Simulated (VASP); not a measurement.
# Pt (Fmmm) in VASP: notebook

Pt is run at these levels: PBEsol; tasks: single point.

Program: VASP 6.6.1. These are calculated values, not measurements. Logs are shortened: lines on timing, memory, paths and dates and some standing lists are left out, and cuts for length are marked.

### Step 1. The cell of the first run

The structure is orthorhombic, space group Fmmm (No. 69). The conventional cell has a = 3.168 Å, b = 4.436 Å, c = 4.526 Å, α = 90.00°, β = 90.00°, γ = 90.00°. Pt (site symmetry mmm) has 14 Pt at 2.73 to 3.17 Å within 3.6 Å.

### Step 2. Single point, PBEsol (strain -0.0200 x Voigt [0, 0, 0, 0, 0, 1])

INCAR

```
PREC = Accurate ; ENCUT = 520
EDIFF = 1E-6 ; ISMEAR = 0
SIGMA = 0.15 ; LREAL = False
LASPH = True ; NELM = 60
ALGO = Fast ; ISIF = 2
LWAVE = False ; LCHARG = False
GGA = PS ; NBANDS = 11
```

KPOINTS

```
Automatic mesh
0
Gamma
  22 22 22
```

POSCAR

```
Pt
1.0
   -1.6000622000      1.6000622000      1.5842200000
    1.6000622000     -1.6000622000      1.5842200000
    1.5683778000      1.5683778000     -1.5842200000
Pt
1
Direct
    0.0000000000      0.0000000000      0.0000000000
```

Potentials or basis: VASP PAW PBE potentials, release 64 (Pt).

On the command line:

```console
$ cat potpaw_PBE.64/Pt/POTCAR > POTCAR
$ mpirun -np 1 vasp_std > vasp.out
```

OUTCAR:

```text
PREC = Accurate
   ENCUT = 520
   EDIFF = 1E-6
   ISMEAR = 0
   LREAL = False
   LASPH = True
   NELM = 60
   ISIF = 2
   GGA = PS

 ion  position               nearest neighbor table
   1  0.000  0.000  0.000-

  LATTYP: Found a face centered orthorhombic cell.
 ALAT       =     3.1684400000
 B/A-ratio  =     1.4000714267
 C/A-ratio  =     1.4283556980

  Lattice vectors:

 A1 = (  -0.0316844000,   3.1684400000,   0.0000000000)
 A2 = (  -1.6000622000,   1.6000622000,   1.5842200000)
 A3 = (   1.5683778000,   1.5683778000,   1.5842200000)

Analysis of symmetry for initial positions (statically):
=====================================================================
 Subroutine PRICEL returns:
 Original cell was already a primitive cell.

 Routine SETGRP: Setting up the symmetry group for a
 face centered orthorhombic supercell.

 Subroutine GETGRP returns: Found  8 space group operations
 (whereof  8 operations were pure point group operations)
 out of a pool of  8 trial point group operations.

The static configuration has the point symmetry D_2h.

Analysis of symmetry for dynamics (positions and initial velocities):
=====================================================================
 Subroutine PRICEL returns:
 Original cell was already a primitive cell.

 Routine SETGRP: Setting up the symmetry group for a
 face centered orthorhombic supercell.

 Subroutine GETGRP returns: Found  8 space group operations
 (whereof  8 operations were pure point group operations)
 out of a pool of  8 trial point group operations.

The dynamic configuration has the point symmetry D_2h.

 Subroutine INISYM returns: Found  8 space group operations
 (whereof  8 operations are pure point group operations),
 and found     1 'primitive' translations

----------------------------------------------------------------------------------------

                                     Primitive cell

  volume of cell :      15.9024

  direct lattice vectors                    reciprocal lattice vectors
    -1.600062200  1.600062200  1.584220000     0.003156443  0.315644295  0.315612731
     1.600062200 -1.600062200  1.584220000     0.315644295  0.003156443  0.315612731
     1.568377800  1.568377800 -1.584220000     0.318800738  0.318800738  0.000000000

  length of vectors
     2.762272813  2.762272813  2.725687226     0.446377284  0.446377284  0.450852327
[... 79 lines left out ...]
   EDIFF  = 0.1E-05   stopping-criterion for ELM
   LREAL  =      F    real-space projection
   EDIFFG = 0.1E-04   stopping-criterion for IOM
   NSW    =      0    number of steps for IOM
   IBRION =     -1    ionic relax: 0-MD 1-quasi-New 2-CG
   NFREE  =      0    steps in history (QN), initial steepest desc. (CG)
   ISIF   =      2    stress and relaxation
   ISYM   =      2    0-nonsym 1-usesym 2-fastsym
   POTIM  = 0.5000    time-step for ionic-motion
   TEBEG  =    0.0;   TEEND  =   0.0 temperature during run
   PSTRESS=    0.0 pullay stress
   NELECT =      10.0000    total number of electrons
   NUPDOWN=      -1.0000    fix difference up-down
   EMIN   =  10.00;   EMAX   =-10.00  energy-range for DOS
   EFERMI =   0.00;   METHOD = LEGACY
   ISMEAR =     0;   SIGMA  =   0.15  broadening in eV -4-tet -1-fermi 0-gaus
   EFERMI_NEDOS =   21; number of points for ismear=-14 and -15
   IALGO  =     68    algorithm
   IMIX   =      4    mixing-type and parameters
     AMIX     =   0.40;   BMIX     =  1.00
     AMIX_MAG =   1.60;   BMIX_MAG =  1.00
  volume/ion in A,a.u.               =      15.90       107.31
  Fermi-wavevector in a.u.,A,eV,Ry     =   1.402557  2.650448 26.764916  1.967166
  Thomas-Fermi vector in A             =   2.525307
   LORBIT       =      0    0 simple, 1 ext, 2 COOP (PROOUT), +10 PAW based schemes
   GGA     = PS    functional components
   LHFCALC =     F    Hartree Fock is set to
   AEXX    =    0.0000 exact exchange contribution
   IVDW    =     0    specifies the selected vdW correction
   LEPSILON=     F    determine dielectric tensor
   LRPA    =     F    only Hartree local field effects (RPA)
 non-spin polarized calculation
 RMM-DIIS sequential band-by-band and
 Gauss-broadening in eV      SIGMA  =   0.15
  energy-cutoff  :      520.00
  volume of cell :       15.90
 maximum number of plane-waves:       443
 NGX is ok and might be reduce to    24
   NGX = 11   NGY = 11   NGZ = 11

 number of electron      10.0000000 magnetization

 number of electron       9.9999999 magnetization

 Free energy of the ion-electron system (eV)
  ---------------------------------------------------
  ext. energy  EPLUGINS =         0.00000000
  ---------------------------------------------------
  free energy    TOTEN  =        -6.82670279 eV

  energy without entropy =       -6.81338725  energy(sigma->0) =       -6.82004502

 E-fermi :   9.8857     XC(G=0): -13.3086

 val. band max:        9.8847819845   @ k =  -0.1364   0.2727   0.3636
 cond. band min:       9.8861839384   @ k =  -0.3636   0.4545   0.0909
 fundamental gap:      0.0014019539
 Fermi energy:         9.8857133335

 k-point     1 :       0.0000    0.0000    0.0000
  band No.  band energies     occupation
      1       0.4066      2.00000
      2       6.3086      2.00000
      3       6.4460      2.00000
      4       6.5952      2.00000
      5       8.9417      2.00000
      6       8.9484      2.00000
      7      26.8110      0.00000
      8      26.9922      0.00000
      9      27.1617      0.00000
     10      36.9103      0.00000
     11      36.9316      0.00000
[... 309 lines left out ...]
 k-point    24 :      -0.4545    0.0455   -0.0000
  band No.  band energies     occupation
      1       3.4365      2.00000
      2       5.1080      2.00000
      3       8.5167      2.00000
      4       8.9635      2.00000
      5       9.5431      1.99876
      6      10.8893      0.00000
      7      17.2317      0.00000
      8      23.3589      0.00000
      9      26.0062      0.00000
     10      33.9126      0.00000
     11      34.2293      0.00000

 [... further k-points ...]
[... 5 lines left out ...]
  --------------------------------------------------------------------------------------
  -------------------------------------------------------------------------------------
  Total       -1.1095673     -1.1095673     -1.1025652      0.2848567      0.0000000      0.0000000
  in kB     -111.7895434   -111.7895434   -111.0840780     28.6994801      0.0000000      0.0000000
  external PRESSURE =    -111.5543882 kB  Pullay stress =       0.0000000 kB

 VOLUME and BASIS-vectors are now :
 -----------------------------------------------------------------------------
  energy-cutoff  :      520.00
  volume of cell :       15.90
      direct lattice vectors                 reciprocal lattice vectors
    -1.600062200  1.600062200  1.584220000     0.003156443  0.315644295  0.315612731
     1.600062200 -1.600062200  1.584220000     0.315644295  0.003156443  0.315612731
     1.568377800  1.568377800 -1.584220000     0.318800738  0.318800738  0.000000000

 POSITION                                       TOTAL-FORCE (eV/Angst)
 -----------------------------------------------------------------------------------
      0.00000      0.00000      0.00000         0.000000      0.000000      0.000000
 -----------------------------------------------------------------------------------
    total drift:                                0.000000      0.000000     -0.000000

  FREE ENERGIE OF THE ION-ELECTRON SYSTEM (eV)
  ---------------------------------------------------
  free  energy   TOTEN  =        -6.8267027908 eV

  energy  without entropy=       -6.8133872488  energy(sigma->0) =       -6.82004502
```

Wall time 68 s (1 thread of Intel Xeon 6975P-C (Granite Rapids), shared host); peak memory 0.37 GiB.

What came out:

* Free energy: -6.8267 eV
* Pressure: -11.2 GPa
* Band gap on the k mesh: zero (bands 5 and 6 overlap by 2.20 eV)

Caveat: the cell differs from its parent crystal (strain -0.0200 x Voigt [0, 0, 0, 0, 0, 1]); the cell stands under tension; the PAW data sets were made with another functional, which shifts forces and pressure a little; spin-orbit coupling is left out, which moves the levels of the heavy elements.

### Step 3. Single point, PBEsol (strain +0.0150 x Voigt [0, 0, 0, 0, 0, 1])

INCAR

```
ALGO     = Fast           # electronic algorithm
EDIFF    = 1E-6           # SCF threshold, eV
ENCUT    = 520            # plane-wave cutoff, eV
GGA      = PS             # functional
ISIF     = 2              # what is computed and relaxed
ISMEAR   = 0              # smearing method
LASPH    = True           # aspherical terms in the spheres
LCHARG   = True           # write CHGCAR
LELF     = True           # ELF
LREAL    = False          # projectors in reciprocal space
LVHAR    = True         
LWAVE    = False          # write WAVECAR
NBANDS   = 11             # bands
NELM     = 80             # most SCF steps
PREC     = Accurate       # precision mode
SIGMA    = 0.15           # smearing width, eV
```

KPOINTS

```
k-points
0
Gamma
  22 22 22
```

POSCAR

```
Pt
1.0
   -1.5723383500      1.5723383500      1.5842200000
    1.5723383500     -1.5723383500      1.5842200000
    1.5961016500      1.5961016500     -1.5842200000
Pt
1
Direct
    0.0000000000      0.0000000000      0.0000000000
```

Potentials or basis: VASP PAW PBE potentials, release 64 (Pt).

On the command line:

```console
$ cat potpaw_PBE.64/Pt/POTCAR > POTCAR
$ mpirun -np 1 vasp_std > vasp.out
```

Run time: 83 s. Hardware: 1 thread of Intel Xeon 6975P-C (Granite Rapids), shared host; peak memory 0.36 GiB.

Results (log left out):

```yaml
Free_energy: -6.8279 eV
Pressure: -11.2 GPa
Band_gap_on_the_k_mesh: zero (bands 5 and 6 overlap by 2.18 eV)
```

Stress tensor (GPa, compression positive):
```
-11.23  -2.15   0.00
 -2.15 -11.23   0.00
  0.00   0.00 -11.19
```

Levels at points of the mesh, in eV from the Fermi level:
| k point | band 1 | band 2 | band 3 | band 4 | band 5 | band 6 | band 7 | band 8 | band 9 | band 10 |
| --- | --- | --- | --- | --- | --- | --- | --- | --- | --- | --- |
| (0.00, 0.00, 0.00) | -9.48 | -3.54 | -3.44 | -3.33 | -0.94 | -0.94 | 16.97 | 17.11 | 17.23 | 27.03 |
| (0.50, 0.00, 0.00) | -6.51 | -4.85 | -1.13 | -0.63 | 0.24 | 1.06 | 6.23 | 13.24 | 15.78 | 24.01 |
| (0.50, 0.50, 0.00) | -6.49 | -4.80 | -1.18 | -0.70 | 0.35 | 1.12 | 6.41 | 13.16 | 15.66 | 23.74 |
| (0.00, 0.00, 0.50) | -6.54 | -4.90 | -1.08 | -0.56 | 0.14 | 1.00 | 6.04 | 13.34 | 15.88 | 24.28 |
| (0.50, 0.50, 0.50) | -6.00 | -5.99 | 0.44 | 0.54 | 0.64 | 7.61 | 7.61 | 7.62 | 12.64 | 18.93 |

Caveat: the cell differs from its parent crystal (strain +0.0150 x Voigt [0, 0, 0, 0, 0, 1]); the cell stands under tension; the PAW data sets were made with another functional, which shifts forces and pressure a little; spin-orbit coupling is left out, which moves the levels of the heavy elements.

### Step 4. Single point, PBEsol (strain -0.0100 x Voigt [0, 0, 0, 0, 0, 1])

INCAR

```
SYSTEM = Pt
ALGO     = Fast           ! electronic algorithm
EDIFF    = 1E-7           ! SCF threshold, eV
ENCUT    = 520            ! plane-wave cutoff, eV
GGA      = PS             ! functional
ISIF     = 2              ! what is computed and relaxed
ISMEAR   = 0              ! smearing method
LASPH    = .TRUE.         ! aspherical terms in the spheres
LCHARG   = .FALSE.        ! write CHGCAR
LREAL    = .FALSE.        ! projectors in reciprocal space
LWAVE    = .FALSE.        ! write WAVECAR
NBANDS   = 11             ! bands
NELM     = 100            ! most SCF steps
PREC     = Accurate       ! precision mode
SIGMA    = 0.15           ! smearing width, eV
```

KPOINTS

```
k-points
0
G
  22 22 22
  0 0 0
```

POSCAR

```
Pt
1.0
   -1.5921411000      1.5921411000      1.5842200000
    1.5921411000     -1.5921411000      1.5842200000
    1.5762989000      1.5762989000     -1.5842200000
Pt
1
Direct
    0.0000000000      0.0000000000      0.0000000000
```

On the command line:

```console
$ cat potpaw_PBE.64/Pt/POTCAR > POTCAR
$ mpirun -np 1 vasp_std > vasp.out
```

Wall time 1.7 min (1 thread of Intel Xeon 6975P-C (Granite Rapids), shared host); peak memory 0.36 GiB.

The run converged. Its results:

| Item | Value |
| --- | --- |
| Free energy | -6.8288 eV |
| Pressure | -11.2 GPa |
| Band gap on the k mesh | zero (bands 5 and 6 overlap by 2.15 eV) |

Stress tensor (GPa, compression positive):
```
-11.24   1.44   0.00
  1.44 -11.24   0.00
  0.00   0.00 -11.22
```

Levels at points of the mesh, in eV from the Fermi level:
| k point | band 2 | band 3 | band 4 | band 5 | band 6 | band 7 | band 8 | band 9 |
| --- | --- | --- | --- | --- | --- | --- | --- | --- |
| (0.00, 0.00, 0.00) | -3.50 | -3.43 | -3.36 | -0.94 | -0.94 | 17.02 | 17.11 | 17.19 |
| (0.50, 0.00, 0.00) | -4.85 | -1.13 | -0.63 | 0.24 | 1.06 | 6.23 | 13.24 | 15.77 |
| (0.50, 0.50, 0.00) | -4.88 | -1.10 | -0.58 | 0.17 | 1.02 | 6.11 | 13.31 | 15.84 |
| (0.00, 0.00, 0.50) | -4.81 | -1.17 | -0.68 | 0.31 | 1.10 | 6.35 | 13.19 | 15.70 |
| (0.50, 0.50, 0.50) | -5.99 | 0.48 | 0.54 | 0.61 | 7.61 | 7.61 | 7.62 | 12.64 |

Caveat: the cell differs from its parent crystal (strain -0.0100 x Voigt [0, 0, 0, 0, 0, 1]); the cell stands under tension; the PAW data sets were made with another functional, which shifts forces and pressure a little; spin-orbit coupling is left out, which moves the levels of the heavy elements.

### Step 5. Single point, PBEsol (strain +0.0050 x Voigt [0, 0, 0, 0, 0, 1])

INCAR

```
SYSTEM = Pt
PREC     = Accurate       ! precision mode
ENCUT    = 520            ! plane-wave cutoff, eV
EDIFF    = 1E-7           ! SCF threshold, eV
ISMEAR   = 0              ! smearing method
SIGMA    = 0.15           ! smearing width, eV
LREAL    = .FALSE.        ! projectors in reciprocal space
LASPH    = .TRUE.         ! aspherical terms in the spheres
NELM     = 60             ! most SCF steps
ALGO     = Fast           ! electronic algorithm
ISIF     = 2              ! what is computed and relaxed
LWAVE    = .FALSE.        ! write WAVECAR
LCHARG   = .FALSE.        ! write CHGCAR
GGA      = PS             ! functional
NBANDS   = 11             ! bands
```

KPOINTS

```
regular mesh
0
G
  22 22 22
  0 0 0
```

POSCAR

```
Pt
1.0
   -1.5802594500      1.5802594500      1.5842200000
    1.5802594500     -1.5802594500      1.5842200000
    1.5881805500      1.5881805500     -1.5842200000
Pt
1
Direct
    0.0000000000      0.0000000000      0.0000000000
```

On the command line:

```console
$ cat potpaw_PBE.64/Pt/POTCAR > POTCAR
$ mpirun -np 1 vasp_std > vasp.out
```

It took 1.8 min on 1 thread of Intel Xeon 6975P-C (Granite Rapids), shared host; peak memory 0.36 GiB.

Results (log left out):

| Property | Result |
| --- | --- |
| Free energy | -6.8293 eV |
| Pressure | -11.3 GPa |
| Band gap on the k mesh | zero (bands 5 and 6 overlap by 2.13 eV) |

Stress tensor (GPa, compression positive):
```
-11.26  -0.72   0.00
 -0.72 -11.26   0.00
  0.00   0.00 -11.26
```

Levels at points of the mesh, in eV from the Fermi level:
| k point | band 2 | band 3 | band 4 | band 5 | band 6 | band 7 | band 8 | band 9 |
| --- | --- | --- | --- | --- | --- | --- | --- | --- |
| (0.00, 0.00, 0.00) | -3.47 | -3.43 | -3.40 | -0.95 | -0.94 | 17.06 | 17.10 | 17.15 |
| (0.50, 0.00, 0.00) | -4.84 | -1.13 | -0.63 | 0.24 | 1.06 | 6.23 | 13.25 | 15.77 |
| (0.50, 0.50, 0.00) | -4.83 | -1.15 | -0.65 | 0.28 | 1.08 | 6.29 | 13.22 | 15.73 |
| (0.00, 0.00, 0.50) | -4.86 | -1.11 | -0.60 | 0.21 | 1.04 | 6.17 | 13.28 | 15.80 |
| (0.50, 0.50, 0.50) | -5.99 | 0.51 | 0.54 | 0.58 | 7.61 | 7.61 | 7.61 | 12.64 |

Caveat: the cell differs from its parent crystal (strain +0.0050 x Voigt [0, 0, 0, 0, 0, 1]); the cell stands under tension; the PAW data sets were made with another functional, which shifts forces and pressure a little; spin-orbit coupling is left out, which moves the levels of the heavy elements.

### Step 6. The runs side by side

| cell | further INCAR settings | gap on the mesh (eV) | pressure (GPa) |
| --- | --- | --- | --- |
| a = 2.762, b = 2.762, c = 2.726 Å, angles 109.5, 109.5, 110.0°, 1 atom | ALGO = Fast; EDIFF = 1e-06; NBANDS = 11 | none | -11.2 |
| a = 2.730, b = 2.730, c = 2.758 Å, angles 109.5, 109.5, 109.1°, 1 atom | ALGO = Fast; EDIFF = 1e-06; NBANDS = 11 | none | -11.2 |
| a = 2.753, b = 2.753, c = 2.735 Å, angles 109.5, 109.5, 109.7°, 1 atom | ALGO = Fast; EDIFF = 1e-07; NBANDS = 11 | none | -11.2 |
| a = 2.739, b = 2.739, c = 2.749 Å, angles 109.5, 109.5, 109.3°, 1 atom | ALGO = Fast; EDIFF = 1e-07; NBANDS = 11 | none | -11.3 |

Alike in all rows: task single point; level PBEsol; potentials or basis VASP PAW PBE potentials, release 64 (Pt); no spin polarisation; k mesh 22 × 22 × 22; cutoff (eV) 520; smearing gaussian 0.15 eV.

Caveats: the cell stands under tension; the PAW data sets were made with another functional, which shifts forces and pressure a little; spin-orbit coupling is left out, which moves the levels of the heavy elements.

Absolute energies hang on the potentials; compare differences alone.
